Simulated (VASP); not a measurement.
PbSe:

```
Pb Se
1.0
     4.70085    0.00000    0.00000
    -2.35042    4.07105    0.00000
     0.00000    0.00000    6.55183
Pb Se
2 2
Direct
  0.33333 0.66667 0.25000
  0.66667 0.33333 0.75000
  0.00000 0.00000 0.00000
  0.00000 0.00000 0.50000
```

```yaml
Program: VASP 6.6.1
Task: relaxation of cell and atoms
Functional: PBE
Potentials_or_basis: VASP PAW PBE potentials, release 64 (Pb_d, Se)
Cutoff: 600 eV
k_mesh: 8 × 8 × 6
Occupations: gaussian, width 0.05 eV
Spin: no spin polarisation
```

At the start: pressure -0.2 GPa; volume 31.35 Å³/atom.

Where does the relaxation end?

Over 7 steps the energy falls by 213.1 meV/atom and the volume is 30.20 Å³/atom (-3.7 %); space group P6_3/mmc (No. 194, to 0.05 Å).

Step by step:
```
step  energy change (eV)  largest force (eV/Å)  pressure (GPa)  volume (Å³)
   1              0.0000                0.0000           -0.17       125.39
   2             -0.4811                0.0000           -0.27       124.43
   3             -0.7071                0.0000            0.28       117.78
   4             -0.8516                0.0000           -0.08       120.89
   5             -0.8522                0.0000           -0.10       121.09
   6             -0.8523                0.0000            0.06       120.64
   7             -0.8523                0.0000            0.00       120.81
```

Final structure:
```
CELL_PARAMETERS angstrom
4.27247 0.00000 0.00000
-2.13623 3.70006 0.00000
0.00000 0.00000 7.64197
ATOMIC_POSITIONS crystal
Pb 0.33333 0.66667 0.25000
Pb 0.66667 0.33333 0.75000
Se 0.00000 0.00000 0.00000
Se 0.00000 0.00000 0.50000
```
